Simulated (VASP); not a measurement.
Wanted: the native input for a VASP 6.6.1 run.

```yaml
Task: single point
Functional: PBE
Potentials_or_basis: VASP PAW PBE potentials, release 64 (Zn, Se)
Cutoff: 500 eV
k_mesh: 8 × 8 × 8
Occupations: gaussian, width 0.02 eV
Spin: non-collinear spin, zero start, spin-orbit coupling
Starting_moments: "[[0.0, 0.0, 0.0], [0.0, 0.0, 0.0]] μB"
Dipole_correction: no
Further_INCAR_settings: ALGO = Normal; EDIFF = 1e-06; NBANDS = 30
```

The structure of ZnSe lies in POSCAR:

```
ZnSe
1.0
    0.0000000000      2.8659201429      2.8659201429
    2.8659201429      0.0000000000      2.8659201429
    2.8659201429      2.8659201429      0.0000000000
Zn Se
1 1
Direct
    0.0000000000      0.0000000000      0.0000000000
    0.2500000000      0.2500000000      0.2500000000
```

The input as run:

INCAR

```
SYSTEM = ZnSe
ALGO = Normal
EDIFF = 1E-6
ENCUT = 500
GGA = PE
GGA_COMPAT = .FALSE.
ISIF = 2
ISMEAR = 0
LASPH = .TRUE.
LCHARG = .TRUE.
LNONCOLLINEAR = .TRUE.
LORBIT = 11
LORBMOM = .TRUE.
LREAL = .FALSE.
LSORBIT = .TRUE.
LVHAR = .TRUE.
LWAVE = .FALSE.
MAGMOM = 0 0 0 0 0 0
NBANDS = 30
NELM = 200
PREC = Accurate
SIGMA = 0.02
```

KPOINTS

```
k-points
0
G
  8 8 8
  0 0 0
```

Potentials or basis: VASP PAW PBE potentials, release 64 (Zn, Se).

Command:

```console
$ cat potpaw_PBE.64/Zn/POTCAR potpaw_PBE.64/Se/POTCAR > POTCAR
$ mpirun -np 1 vasp_ncl > vasp.out
```

It gave:

| Property | Result |
| --- | --- |
| Pressure | 0.2 GPa |
| Net moment | 0.00 μB per cell |
| Valence electrons inside the program's atomic spheres | Zn 10.73; Se 3.88 |

Run time: 2.7 min on 1 thread of AMD EPYC 9R45 (Zen 5), on a shared host, peak memory 0.29 GiB.
